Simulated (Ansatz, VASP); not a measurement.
One calculation of LiBe4, two programs

```
Li Be
1.0
     3.96867    0.00000    0.00000
     0.00000    3.96867    0.00000
     0.00000    0.00000    4.71795
Li Be
1 4
Direct
  0.00000 0.00000 0.84949
  0.75030 0.75030 0.34955
  0.24970 0.24970 0.34955
  0.24970 0.75030 0.34955
  0.75030 0.24970 0.34955
```

Alike in both runs: functional PBE; k mesh 5 × 5 × 4; occupations gaussian, width 0.2 eV; no spin polarisation.

Ansatz relaxed the structure, and its values are those at the end. VASP's run is a single point on that final structure, the one shown.

|  | VASP | Ansatz |
| --- | --- | --- |
| version | VASP 6.6.1 | Ansatz 0.2.0 |
| potentials or method | VASP PAW PBE potentials, release 64 (Li_sv, Be), cutoff 750 eV | scalar-relativistic, plane waves, PAW |
| valence electrons in the cell | 11 | 11 |

|  | VASP | Ansatz | Ansatz less VASP |
| --- | --- | --- | --- |
| gap on the k mesh at the Fermi level (eV) | none | none | - |
| pressure (GPa) | 0.1 | 0.1 | -0.02 |
| rms of the force components (eV/Å) | 0.003 | 0.003 | -0.0006 |

A gap of «none» marks a metal or a gap that the smearing closes.
